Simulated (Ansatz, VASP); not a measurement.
# Li2H3 in VASP and in Ansatz

```
Li H
1.0
    -1.56402    2.59306    3.23994
     1.56402   -2.59306    3.23994
     1.56402    2.59306   -3.23994
Li H
2 3
Direct
  0.72450 0.22450 0.50000
  0.27550 0.77550 0.50000
  0.00000 0.00000 0.00000
  0.70320 0.50000 0.20320
  0.29680 0.50000 0.79680
```

Change from the starting cell: species swapped into the Ba2Bi3 type (Immm, No. 71).

Alike in both runs: task single point; functional PBE; k mesh 6 × 6 × 6; occupations gaussian, width 0.1 eV; no spin polarisation.

|  | VASP | Ansatz |
| --- | --- | --- |
| version | VASP 6.6.1 | Ansatz 0.2.0 |
| potentials or method | VASP PAW PBE potentials, release 64 (Li_sv, H), cutoff 520 eV | scalar-relativistic, plane waves, PAW |
| valence electrons in the cell | 9 | 9 |

|  | VASP | Ansatz | Ansatz less VASP |
| --- | --- | --- | --- |
| gap on the k mesh at the Fermi level (eV) | none | none | - |
| rms of the force components (eV/Å) | 0.078 | 0.077 | -0.0004 |

Atom by atom the forces differ by 0.000 eV/Å (rms over components). A gap of «none» marks a metal or a gap that the smearing closes. With one functional, cell and mesh, what is left measures potentials, basis and numerics.

The k mesh is coarse, so the values compare programs but aren't converged. Noted on VASP's run: the cutoff is under 1.25 times that of the potentials, so the pressure is a little rough.
